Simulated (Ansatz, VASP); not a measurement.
# VO2 in VASP and in Ansatz

The input INCAR:

```
SYSTEM = VO2
PREC     = Accurate       ! precision mode
ENCUT    = 600            ! plane-wave cutoff, eV
EDIFF    = 1E-6           ! SCF threshold, eV
ISMEAR   = -1             ! smearing method
SIGMA    = 0.05           ! smearing width, eV
LREAL    = .False.        ! projectors in reciprocal space
LASPH    = .True.         ! aspherical terms in the spheres
NELM     = 200            ! most SCF steps
ALGO     = Normal         ! electronic algorithm
ISIF     = 2              ! what is computed and relaxed
LWAVE    = .False.        ! write WAVECAR
LCHARG   = .True.         ! write CHGCAR
ISPIN    = 2              ! spin polarisation
MAGMOM   = 2 2 0 0 0 0    ! initial moments
LORBIT   = 11             ! projections on sites
LMAXMIX  = 4              ! l up to which the mixer works
GGA      = PE             ! functional
ALDAC    = 0.0          
AGGAC    = 0.0          
LELF     = .True.         ! ELF
LVHAR    = .True.       
NBANDS   = 38             ! bands
GGA_COMPAT= .False.
```

The input KPOINTS:

```
regular mesh
0
Gamma
  6 6 9
  0 0 0
```

File POSCAR:

```
VO2
1.0
    4.5072020454      0.0000000000      0.0000000000
    0.0000000000      4.5072020454      0.0000000000
    0.0000000000      0.0000000000      3.0444500000
V O
2 4
Direct
    0.5000000000      0.5000000000      0.5000000000
    0.0000000000      0.0000000000      0.0000000000
    0.2003580000      0.7996420000      0.5000000000
    0.7996420000      0.2003580000      0.5000000000
    0.7003580000      0.7003580000      0.0000000000
    0.2996420000      0.2996420000      0.0000000000
```

File input.yaml:

```yaml
crystal:
  lattice:
    - [4.5072020454, 0.0, 0.0]
    - [0.0, 4.5072020454, 0.0]
    - [0.0, 0.0, 3.04445]
  atoms:
    - { symbol: V, position: [0.5, 0.5, 0.5], spin: 2.0 }
    - { symbol: V, position: [0.0, 0.0, 0.0], spin: 2.0 }
    - { symbol: O, position: [0.200358, 0.799642, 0.5] }
    - { symbol: O, position: [0.799642, 0.200358, 0.5] }
    - { symbol: O, position: [0.700358, 0.700358, 0.0] }
    - { symbol: O, position: [0.299642, 0.299642, 0.0] }
hamiltonian:
  xc: { exchange: pbe, correlation: none }
  pseudopotentials: { kind: paw }
magnetization:
  spin_polarized: true
kpoints:
  mp_grid: { grid: [6, 6, 9] }
scf:
  occupations: { method: fermi_dirac, width: 0.05 }
output:
  forces: true
  stress: true
  eigenvalues: true
```

Alike in both runs: task single point; functional PBE exchange alone; k mesh 6 × 6 × 9; occupations fermi-dirac, width 0.05 eV; collinear spin.

```csv
,VASP,Ansatz
version,VASP 6.6.1,Ansatz 0.2.0
potentials or method,"VASP PAW PBE potentials, release 64 (V_sv, O)",Ansatz PAW
plane-wave cutoff (eV),600,420
valence electrons in the cell,50,50
```

|  | VASP | Ansatz | Ansatz less VASP |
| --- | --- | --- | --- |
| gap on the k mesh at the Fermi level (eV) | none | none | - |
| pressure (GPa) | 12.2 | 11.6 | -0.59 |
| traceless stress, the component that is largest in VASP (GPa) | -9.41 | -9.45 | -0.038 |
| rms of the force components (eV/Å) | 0.071 | 0.065 | -0.0061 |
| net moment per atom (μB) | 0.33 | 0.33 | 0.000 |
| size of the moment on the site where the two differ most (μB) | 1.15 | 0.90 | -0.241 |

VASP's potentials were made for PBE, not for PBE exchange alone. Site moments also hang on the region over which each program counts them. Atom by atom the forces differ by 0.006 eV/Å (rms over components). A gap of «none» marks a metal or a gap that the smearing closes. With one functional, cell and mesh, what is left measures potentials, basis and numerics.
